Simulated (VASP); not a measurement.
## HfC: single point with PBE

The system is HfC.

```
Hf C
1.0
     0.00000    2.32500    2.32500
     2.32500    0.00000    2.32500
     2.32500    2.32500    0.00000
Hf C
1 1
Direct
  0.50000 0.50000 0.50000
  0.00000 0.00000 0.00000
```

* Program: VASP 6.6.1
* Task: single point
* Functional: PBE
* Potentials or basis: VASP PAW PBE potentials, release 64 (Hf_pv, C)
* Cutoff: 520 eV
* k mesh: 7 × 7 × 7
* Occupations: methfessel-paxton, width 0.1 eV
* Spin: no spin polarisation
* Dipole correction: no
* Further INCAR settings: ALGO = Normal; EDIFF = 1e-06; NBANDS = 14

The pressure is -0.4 GPa and the band gap on the k mesh is zero (band 7 reaches 6.96 eV, above the bottom of band 8 at 5.54 eV).

Levels at points of the mesh, in eV from the Fermi level:
```tsv
k point	band 5	band 6	band 7	band 8	band 9	band 10
(0.00, 0.00, 0.00)	1.13	1.13	1.13	1.51	1.51	1.51
```

It took 5 s on 1 thread of Intel Xeon 6975P-C (shared host), peak memory 0.14 GiB.

Caveat: spin-orbit coupling is left out, which moves the levels of the heavy elements.
